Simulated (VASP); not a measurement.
Input of a VASP 6.6.1 run:

File INCAR:

```
ALGO = Normal ; EDIFF = 1E-6
EDIFFG = -0.01 ; ENCUT = 600
GGA = PE ; IBRION = 2
ISIF = 3 ; ISMEAR = -1
LASPH = T ; LCHARG = F
LREAL = F ; LWAVE = F
NELM = 80 ; NSW = 80
PREC = Accurate ; SIGMA = 0.1
```

The input KPOINTS:

```
k-points
0
Gamma
  9 9 9
```

The input POSCAR:

```
NbAs
1.0
   -1.7258500000      1.7258500000      5.8400000000
    1.7258500000     -1.7258500000      5.8400000000
    1.7258500000      1.7258500000     -5.8400000000
Nb As
2 2
Direct
    0.0000000000      0.0000000000      0.0000000000
    0.7500000000      0.2500000000      0.5000000000
    0.4160000000      0.4160000000      0.0000000000
    0.1660000000      0.6660000000      0.5000000000
```

Potentials or basis: VASP PAW PBE potentials, release 64 (Nb_sv, As).

Launch:

```sh
$ cat potpaw_PBE.64/Nb_sv/POTCAR potpaw_PBE.64/As/POTCAR > POTCAR
$ mpirun -np 1 vasp_std > vasp.out
```

Question: Predict the relaxed cell.

Answer: a = 6.370 Å, b = 6.370 Å, c = 6.370 Å, α = 148.35°, β = 148.35°, γ = 45.37°.

Question: Predict the space group after relaxing (to 0.05 Å).

Answer: I4_1md (No. 109).

Final structure:
```
Nb As
1.0
    -1.73703    1.73703    5.87704
     1.73703   -1.73703    5.87704
     1.73703    1.73703   -5.87704
Nb As
2 2
Cartesian
  0.0000 0.0000 11.7409
  0.0000 1.7370 2.9254
  0.0000 0.0000 4.9029
  1.7370 0.0000 1.9643
```

PBE usually gives volumes a little too large and moduli too small. Zero-point motion and thermal expansion aren't in these numbers.
